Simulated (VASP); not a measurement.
A run of VASP 6.6.1 is set up as follows.

File INCAR:

```
PREC = Accurate
ENCUT = 520
EDIFF = 1E-6
ISMEAR = -1
SIGMA = 0.05
LREAL = F
LASPH = T
NELM = 100
ALGO = Normal
ISIF = 2
LWAVE = F
LCHARG = T
GGA = PS
LELF = T
LVHAR = T
NBANDS = 30
```

File KPOINTS:

```
Automatic mesh
0
Gamma
  9 9 9
```

The input POSCAR:

```
Cu3O2
1.0
   -2.0094045305      2.0094045305      3.6489611095
    2.0094045305     -2.0094045305      3.6489611095
    2.0094045305      2.0094045305     -3.6489611095
Cu O
3 2
Direct
    0.0000000000      0.0000000000      0.0000000000
    0.7500000000      0.2500000000      0.5000000000
    0.2500000000      0.7500000000      0.5000000000
    0.5000000000      0.0000000000      0.5000000000
    0.0000000000      0.5000000000      0.5000000000
```

Potentials or basis: VASP PAW PBE potentials, release 64 (Cu, O).

The run is started by

```console
$ cat potpaw_PBE.64/Cu/POTCAR potpaw_PBE.64/O/POTCAR > POTCAR
$ mpirun -np 1 vasp_std > vasp.out
```

Task: Estimate the pressure.

Result: -2.8 GPa.

Stress tensor (GPa, compression positive):
```
-2.61  0.00  0.00
 0.00 -2.61  0.00
 0.00  0.00 -3.07
```

Caveat: the PAW data sets were made with another functional, which shifts forces and pressure a little; an odd number of electrons without spin polarisation forces a metal; a magnetic or distorted state may lie lower.
